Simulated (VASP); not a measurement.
Set up this calculation in VASP 6.6.1, as the native input.

```
Task                   : single point
Functional             : LDA
Potentials or basis    : VASP PAW LDA potentials, release 64 (Hf_pv, O)
Cutoff                 : 520 eV
k mesh                 : 6 × 6 × 8
Occupations            : gaussian, width 0.05 eV
Spin                   : no spin polarisation
Dipole correction      : no
Further INCAR settings : ALGO = Normal; EDIFF = 1e-06; NBANDS = 31
```

The structure of HfO2 lies in POSCAR:

```
HfO2
1.0
    4.7888991458      0.0000000000      0.0000000000
    0.0000000000      4.7888991458      0.0000000000
    0.0000000000      0.0000000000      3.1858186391
Hf O
2 4
Direct
    0.0000000000      0.0000000000      0.0000000000
    0.5000000000      0.5000000000      0.5000000000
    0.1951075729      0.8048924271      0.5000000000
    0.3048924271      0.3048924271      0.0000000000
    0.6951075729      0.6951075729      0.0000000000
    0.8048924271      0.1951075729      0.5000000000
```

One way to write it, as run:

INCAR

```
SYSTEM = HfO2
ALGO     = Normal         ! electronic algorithm
EDIFF    = 1E-6           ! SCF threshold, eV
ENCUT    = 520            ! plane-wave cutoff, eV
ISIF     = 2              ! what is computed and relaxed
ISMEAR   = 0              ! smearing method
LASPH    = .TRUE.         ! aspherical terms in the spheres
LCHARG   = .FALSE.        ! write CHGCAR
LREAL    = .FALSE.        ! projectors in reciprocal space
LWAVE    = .FALSE.        ! write WAVECAR
NBANDS   = 31             ! bands
NELM     = 60             ! most SCF steps
PREC     = Accurate       ! precision mode
SIGMA    = 0.05           ! smearing width, eV
```

KPOINTS

```
k-points
0
G
  6 6 8
  0 0 0
```

Potentials or basis: VASP PAW LDA potentials, release 64 (Hf_pv, O).

The run is started by

```bash
$ cat potpaw_LDA.64/Hf_pv/POTCAR potpaw_LDA.64/O/POTCAR > POTCAR
$ mpirun -np 1 vasp_std > vasp.out
```

Results of the run:

```
Pressure               : -2.1 GPa
Largest force          : 0.043 eV/Å
Band gap on the k mesh : 3.83 eV
```

Caveat: spin-orbit coupling is left out, which moves the levels of the heavy elements.

Wall time 95 s on 1 thread of Intel Xeon 8259CL, on a shared host, peak memory 0.22 GiB.
